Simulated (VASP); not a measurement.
# MgO (I4/mmm) in VASP: notebook

MgO is run at these levels: PBE; tasks: single point.

Everything below comes from runs of VASP 6.6.1. Logs are shortened: lines on timing, memory, paths and dates and some standing lists are left out, and cuts for length are marked.

**1. The cell of the first run**

The structure is tetragonal, space group I4/mmm (No. 139). The conventional cell has a = 3.280 Å, b = 3.280 Å, c = 3.618 Å, α = 90.00°, β = 90.00°, γ = 90.00°. Mg (site symmetry 4/mmm) has 6 O at 1.81 to 2.32 Å within 2.4 Å. Within 2.4 Å of O (site symmetry 4/mmm) lie 6 Mg at 1.81 to 2.32 Å.

**2. Single point, PBE**

File INCAR:

```
SYSTEM = MgO
  PREC = Accurate
  ENCUT = 520
  EDIFF = 1E-6
  ISMEAR = 0
  SIGMA = 0.05
  LREAL = .FALSE.
  LASPH = .TRUE.
  NELM = 60
  ALGO = Normal
  ISIF = 2
  LWAVE = .FALSE.
  LCHARG = .FALSE.
  GGA = PE
  NBANDS = 11
```

File KPOINTS:

```
Automatic mesh
0
G
  10 10 10
  0 0 0
```

File POSCAR:

```
MgO
1.0
    0.0000000000      2.3195132437      1.8092203301
    2.3195132437      0.0000000000      1.8092203301
    2.3195132437      2.3195132437      0.0000000000
Mg O
1 1
Direct
    0.0000000000      0.0000000000      0.0000000000
    0.5000000000      0.5000000000      0.5000000000
```

Potentials or basis: VASP PAW PBE potentials, release 64 (Mg, O).

Launch:

```
$ cat potpaw_PBE.64/Mg/POTCAR potpaw_PBE.64/O/POTCAR > POTCAR
$ mpirun -np 1 vasp_std > vasp.out
```

OUTCAR:

```text
SYSTEM = MgO
   PREC = Accurate
   ENCUT = 520
   EDIFF = 1E-6
   ISMEAR = 0
   LREAL = .FALSE.
   LASPH = .TRUE.
   NELM = 60
   ISIF = 2
   GGA = PE

 ion  position               nearest neighbor table
   1  0.000  0.000  0.000-   2 1.81   2 1.81   2 2.32   2 2.32   2 2.32   2 2.32
   2  0.500  0.500  0.500-   1 1.81   1 1.81   1 2.32   1 2.32   1 2.32   1 2.32

  LATTYP: Found a body centered tetragonal cell.
 ALAT       =     3.2802870873
 C/A-ratio  =     1.1030865787

  Lattice vectors:

 A1 = (   0.0000000000,  -2.3195132437,  -1.8092203301)
 A2 = (   0.0000000000,   2.3195132437,  -1.8092203301)
 A3 = (   2.3195132437,   0.0000000000,   1.8092203301)

Analysis of symmetry for initial positions (statically):
=====================================================================
 Subroutine PRICEL returns:
 Original cell was already a primitive cell.

 Routine SETGRP: Setting up the symmetry group for a
 body centered tetragonal supercell.

 Subroutine GETGRP returns: Found 16 space group operations
 (whereof 16 operations were pure point group operations)
 out of a pool of 16 trial point group operations.

The static configuration has the point symmetry D_4h.

Analysis of symmetry for dynamics (positions and initial velocities):
=====================================================================
 Subroutine PRICEL returns:
 Original cell was already a primitive cell.

 Routine SETGRP: Setting up the symmetry group for a
 body centered tetragonal supercell.

 Subroutine GETGRP returns: Found 16 space group operations
 (whereof 16 operations were pure point group operations)
 out of a pool of 16 trial point group operations.

The dynamic configuration has the point symmetry D_4h.

 Subroutine INISYM returns: Found 16 space group operations
 (whereof 16 operations are pure point group operations),
 and found     1 'primitive' translations

----------------------------------------------------------------------------------------

                                     Primitive cell

  volume of cell :      19.4677

  direct lattice vectors                    reciprocal lattice vectors
     0.000000000  2.319513244  1.809220330    -0.215562468  0.215562468  0.276362139
     2.319513244  0.000000000  1.809220330     0.215562468 -0.215562468  0.276362139
     2.319513244  2.319513244  0.000000000     0.215562468  0.215562468 -0.276362139

  length of vectors
     2.941669575  2.941669575  3.280287087     0.411473434  0.411473434  0.411473434

  position of ions in fractional coordinates (direct lattice)
     0.000000000  0.000000000  0.000000000
     0.500000000  0.500000000  0.500000000

  ion indices of the primitive-cell ions
   primitive index   ion index
                 1           1
                 2           2

----------------------------------------------------------------------------------------

 KPOINTS: Automatic mesh

Automatic generation of k-mesh.
 Grid dimensions read from file:
 generate k-points for:   10   10   10

 Generating k-lattice:

  Cartesian coordinates                     Fractional coordinates (reciprocal lattice)
    -0.021556247  0.021556247  0.027636214     0.100000000  0.000000000  0.000000000
     0.021556247 -0.021556247  0.027636214     0.000000000  0.100000000  0.000000000
     0.021556247  0.021556247 -0.027636214    -0.000000000 -0.000000000  0.100000000

  Length of vectors
     0.041147343  0.041147343  0.041147343

  Shift w.r.t. Gamma in fractional coordinates (k-lattice)
     0.000000000  0.000000000  0.000000000

 Subroutine IBZKPT returns following result:
 ===========================================

 Found    102 irreducible k-points:

 Following reciprocal coordinates:
            Coordinates               Weight
  0.000000  0.000000  0.000000      1.000000
  0.100000  0.000000  0.000000      8.000000
  0.200000  0.000000  0.000000      8.000000
  0.300000  0.000000  0.000000      8.000000
  0.400000  0.000000  0.000000      8.000000
  0.500000  0.000000  0.000000      4.000000
[... 16 lines left out ...]
  0.300000  0.300000  0.000000      2.000000
  0.400000  0.300000  0.000000      8.000000
 [... further k-points ...]
   k-points           NKPTS =    102   k-points in BZ     NKDIM =    102   number of bands    NBANDS=     11
   number of dos      NEDOS =    301   number of ions     NIONS =      2
   total plane-waves  NPLWV =  13824
   dimension x,y,z NGX =    24 NGY =   24 NGZ =   24
   dimension x,y,z NGXF=    48 NGYF=   48 NGZF=   48
   ions per type =               1   1
   NGX,Y,Z   is equivalent  to a cutoff of  13.56, 13.56, 12.16 a.u.
   NGXF,Y,Z  is equivalent  to a cutoff of  27.13, 27.13, 24.33 a.u.
 SYSTEM =  MgO
   PREC   = accura    normal or accurate (medium, high low for compatibility)
   ISTART =      0    job   : 0-new  1-cont  2-samecut
   ICHARG =      2    charge: 1-file 2-atom 10-const
   ISPIN  =      1    spin polarized calculation?
   LNONCOLLINEAR =      F non collinear calculations
   LSORBIT =      F    spin-orbit coupling
   LASPH  =      T    aspherical Exc in radial PAW
   ENCUT  =  520.0 eV  38.22 Ry    6.18 a.u.   5.47  5.47  6.10*2*pi/ulx,y,z
   NELM   =     60;   NELMIN=  2; NELMDL= -5     # of ELM steps
   EDIFF  = 0.1E-05   stopping-criterion for ELM
   LREAL  =      F    real-space projection
   EDIFFG = 0.1E-04   stopping-criterion for IOM
   NSW    =      0    number of steps for IOM
   IBRION =     -1    ionic relax: 0-MD 1-quasi-New 2-CG
   NFREE  =      0    steps in history (QN), initial steepest desc. (CG)
   ISIF   =      2    stress and relaxation
   ISYM   =      2    0-nonsym 1-usesym 2-fastsym
   POTIM  = 0.5000    time-step for ionic-motion
   TEBEG  =    0.0;   TEEND  =   0.0 temperature during run
   PSTRESS=    0.0 pullay stress
   NELECT =       8.0000    total number of electrons
   NUPDOWN=      -1.0000    fix difference up-down
   EMIN   =  10.00;   EMAX   =-10.00  energy-range for DOS
   EFERMI =   0.00;   METHOD = LEGACY
   ISMEAR =     0;   SIGMA  =   0.05  broadening in eV -4-tet -1-fermi 0-gaus
   EFERMI_NEDOS =   21; number of points for ismear=-14 and -15
   IALGO  =     38    algorithm
   IMIX   =      4    mixing-type and parameters
     AMIX     =   0.40;   BMIX     =  1.00
     AMIX_MAG =   1.60;   BMIX_MAG =  1.00
  volume/ion in A,a.u.               =       9.73        65.69
  Fermi-wavevector in a.u.,A,eV,Ry     =   1.217119  2.300022 20.155386  1.481379
  Thomas-Fermi vector in A             =   2.352450
   LORBIT       =      0    0 simple, 1 ext, 2 COOP (PROOUT), +10 PAW based schemes
   GGA     = PE    functional components
   LHFCALC =     F    Hartree Fock is set to
   AEXX    =    0.0000 exact exchange contribution
   IVDW    =     0    specifies the selected vdW correction
   LEPSILON=     F    determine dielectric tensor
   LRPA    =     F    only Hartree local field effects (RPA)
 non-spin polarized calculation
 Gauss-broadening in eV      SIGMA  =   0.05
  energy-cutoff  :      520.00
  volume of cell :       19.47
 maximum number of plane-waves:       540
 NGX is ok and might be reduce to    24
   NGX = 11   NGY = 11   NGZ = 13

 number of electron       8.0000004 magnetization

 Free energy of the ion-electron system (eV)
  ---------------------------------------------------
  ext. energy  EPLUGINS =         0.00000000
  ---------------------------------------------------
  free energy    TOTEN  =       -11.26692461 eV

  energy without entropy =      -11.26692461  energy(sigma->0) =      -11.26692461

 E-fermi :   3.2543     XC(G=0): -10.7904

 val. band max:        2.9439705368   @ k =   0.0000   0.0000   0.0000
 cond. band min:       6.8297353732   @ k =   0.0000   0.0000   0.0000
 fundamental gap:      3.8857648365
 Fermi energy:         3.2542890766

 k-point     1 :       0.0000    0.0000    0.0000
  band No.  band energies     occupation
      1     -14.3451      2.00000
      2       2.3525      2.00000
      3       2.9440      2.00000
      4       2.9440      2.00000
      5       6.8297      0.00000
      6      18.3600      0.00000
      7      18.3600      0.00000
      8      20.2631      0.00000
      9      20.7420      0.00000
     10      23.0904      0.00000
     11      24.1076      0.00000

 k-point     2 :       0.1000    0.0000    0.0000
  band No.  band energies     occupation
      1     -14.2426      2.00000
      2       1.9652      2.00000
      3       2.6633      2.00000
      4       2.8289      2.00000
      5       7.4595      0.00000
      6      17.5922      0.00000
      7      18.3566      0.00000
      8      20.0952      0.00000
      9      20.1154      0.00000
     10      23.6186      0.00000
     11      25.0603      0.00000

 k-point     3 :       0.2000    0.0000    0.0000
  band No.  band energies     occupation
      1     -13.9610      2.00000
      2       0.8221      2.00000
      3       2.4665      2.00000
      4       2.5430      2.00000
      5       8.6620      0.00000
      6      15.9312      0.00000
      7      17.8522      0.00000
      8      20.6305      0.00000
      9      20.7718      0.00000
     10      23.1066      0.00000
     11      27.1697      0.00000

 k-point     4 :       0.3000    0.0000    0.0000
  band No.  band energies     occupation
      1     -13.5830      2.00000
      2      -0.3721      2.00000
      3       2.2158      2.00000
      4       2.3176      2.00000
      5       9.6863      0.00000
      6      14.8237      0.00000
      7      17.1726      0.00000
      8      21.7013      0.00000
      9      22.1565      0.00000
     10      22.7615      0.00000
     11      27.8273      0.00000
[... 239 lines left out ...]
 k-point    22 :      -0.2000    0.2000    0.0000
  band No.  band energies     occupation
      1     -13.6415      2.00000
      2       0.3285      2.00000
      3       1.4489      2.00000
      4       2.1918      2.00000
      5      10.5499      0.00000
      6      16.0451      0.00000
      7      17.7127      0.00000
      8      18.2814      0.00000
      9      20.5417      0.00000
     10      23.6084      0.00000
     11      29.1626      0.00000

 k-point    23 :       0.3000    0.3000    0.0000
  band No.  band energies     occupation
      1     -13.1239      2.00000
      2      -0.3252      2.00000
      3       1.4490      2.00000
      4       1.4490      2.00000
      5      11.2638      0.00000
      6      12.2282      0.00000
      7      18.6832      0.00000
      8      18.6832      0.00000
      9      21.1479      0.00000
     10      24.2534      0.00000
     11      30.7550      0.00000

 k-point    24 :       0.4000    0.3000    0.0000
  band No.  band energies     occupation
      1     -12.9305      2.00000
      2      -0.5157      2.00000
      3       1.1726      2.00000
      4       1.2232      2.00000
      5      11.5835      0.00000
      6      12.2634      0.00000
      7      18.6242      0.00000
      8      18.7864      0.00000
      9      20.0891      0.00000
     10      25.5827      0.00000
     11      30.6884      0.00000

 [... further k-points ...]
[... 5 lines left out ...]
  --------------------------------------------------------------------------------------
  -------------------------------------------------------------------------------------
  Total       -0.8407920     -0.8407920      8.9838068      0.0000000     -0.0000000      0.0000000
  in kB      -69.1964758    -69.1964758    739.3597756      0.0000000     -0.0000000      0.0000000
  external PRESSURE =     200.3222747 kB  Pullay stress =       0.0000000 kB

 VOLUME and BASIS-vectors are now :
 -----------------------------------------------------------------------------
  energy-cutoff  :      520.00
  volume of cell :       19.47
      direct lattice vectors                 reciprocal lattice vectors
     0.000000000  2.319513244  1.809220330    -0.215562468  0.215562468  0.276362139
     2.319513244  0.000000000  1.809220330     0.215562468 -0.215562468  0.276362139
     2.319513244  2.319513244  0.000000000     0.215562468  0.215562468 -0.276362139

 POSITION                                       TOTAL-FORCE (eV/Angst)
 -----------------------------------------------------------------------------------
      0.00000      0.00000      0.00000         0.000000     -0.000000     -0.000000
      2.31951      2.31951      1.80922         0.000000      0.000000      0.000000
 -----------------------------------------------------------------------------------
    total drift:                               -0.000000     -0.000000      0.000000

  FREE ENERGIE OF THE ION-ELECTRON SYSTEM (eV)
  ---------------------------------------------------
  free  energy   TOTEN  =       -11.2669246140 eV

  energy  without entropy=      -11.2669246140  energy(sigma->0) =      -11.26692461
```

It took 24 s on 1 thread of Intel Xeon 8259CL, shared host; peak memory 0.15 GiB.

Results:

- Free energy: -11.2669 eV
- Pressure: 20.0 GPa
- Band gap on the k mesh: 3.89 eV, direct

Stress tensor (GPa, compression positive):
```
-6.92  0.00  0.00
 0.00 -6.92  0.00
 0.00  0.00 73.94
```

Levels at points of the mesh, in eV from the valence-band top:
| k point | band 1 | band 2 | band 3 | band 4 | band 5 | band 6 | band 7 | band 8 |
| --- | --- | --- | --- | --- | --- | --- | --- | --- |
| (0.00, 0.00, 0.00) | -17.29 | -0.59 | 0.00 | 0.00 | 3.89 | 15.42 | 15.42 | 17.32 |
| (0.50, 0.00, 0.00) | -16.05 | -4.51 | -1.07 | -0.78 | 7.31 | 11.62 | 13.61 | 19.55 |
| (0.50, 0.50, 0.00) | -15.65 | -3.26 | -2.11 | -2.11 | 7.46 | 10.31 | 14.82 | 16.62 |
| (0.50, 0.00, 0.50) | -16.11 | -4.31 | -1.63 | -0.44 | 9.60 | 10.50 | 11.43 | 17.56 |

(Part 1 of 3 ends here.)
